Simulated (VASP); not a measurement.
Input of a VASP 6.6.1 run:

INCAR

```
SYSTEM = H3C
PREC     = Accurate       ! precision mode
ENCUT    = 520            ! plane-wave cutoff, eV
EDIFF    = 1E-6           ! SCF threshold, eV
ISMEAR   = 0              ! smearing method
SIGMA    = 0.01           ! smearing width, eV
LREAL    = .FALSE.        ! projectors in reciprocal space
LASPH    = .TRUE.         ! aspherical terms in the spheres
NELM     = 200            ! most SCF steps
ALGO     = Normal         ! electronic algorithm
ISIF     = 2              ! what is computed and relaxed
LWAVE    = .FALSE.        ! write WAVECAR
LCHARG   = .FALSE.        ! write CHGCAR
ISPIN    = 2              ! spin polarisation
MAGMOM   = 0.25 0.25 0.25 0.25 ! initial moments
LORBIT   = 11             ! projections on sites
NUPDOWN  = 1.0            ! fixed moment
GGA      = PE             ! functional
ISYM     = 0            
NBANDS   = 16             ! bands
GGA_COMPAT= .FALSE.
```

The input KPOINTS:

```
Automatic mesh
0
G
  1 1 1
  0 0 0
```

Contents of POSCAR:

```
H3C
1.0
    9.6360000000      0.0000000000      0.0000000000
    0.0000000000      9.8890000000      0.0000000000
    0.0000000000      0.0000000000      8.0000000000
C H
1 3
Direct
    0.5000000000      0.5000000000      0.5000000000
    0.6131531432      0.5000000000      0.5000000000
    0.4434234284      0.5954864327      0.5000000000
    0.4434234284      0.4045135673      0.5000000000
```

Potentials or basis: VASP PAW PBE potentials, release 64 (C, H).

The run is started by

```console
$ cat potpaw_PBE.64/C/POTCAR potpaw_PBE.64/H/POTCAR > POTCAR
$ mpirun -np 1 vasp_gam > vasp.out
```

Problem. Predict the largest force.

Solution. 0.136 eV/Å.

Forces on the atoms (eV/Å):
```
C    0.000  0.000  0.000
H   -0.136  0.000  0.000
H    0.068 -0.118  0.000
H    0.068  0.118  0.000
```

Caveat: the total moment is fixed, so each spin has its own Fermi level and the state may be an excited one.
